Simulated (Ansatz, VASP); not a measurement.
# One calculation of Te, two programs

```xyz
3
Lattice="4.6325 0.0000 0.0000 -2.3162 4.0119 0.0000 0.0000 0.0000 5.8869" Properties=species:S:1:pos:R:3 pbc="T T T"
Te    1.1747    0.0000    1.9623
Te    4.0451    1.0174    3.9246
Te    1.7289    2.9945    0.0000
```

Alike in both runs: task single point; functional r2SCAN; k mesh 8 × 8 × 6; occupations fermi-dirac, width 0.1 eV; no spin polarisation.

|  | VASP | Ansatz |
| --- | --- | --- |
| version | VASP 6.6.1 | Ansatz 0.2.0 |
| potentials or method | VASP PAW PBE potentials, release 64 (Te), cutoff 550 eV | plane waves (500 eV) with PAW, scalar-relativistic |
| valence electrons in the cell | 18 | 48 |

Ansatz gave:

| Quantity | Value |
| --- | --- |
| pressure (GPa) | 0.0 |
| traceless stress, the component that is largest in VASP (GPa) | 0.07 |

Problem. What did VASP give for the same quantities?

Solution. Pressure (GPa): 0.0; traceless stress, the component that is largest in VASP (GPa): 0.10.

VASP's potentials were made for PBE, not for r2SCAN. VASP's potentials hold 18 valence electrons a cell and Ansatz's 48, so a difference there can come from the potentials and not from the codes.

Spin-orbit coupling is off throughout.
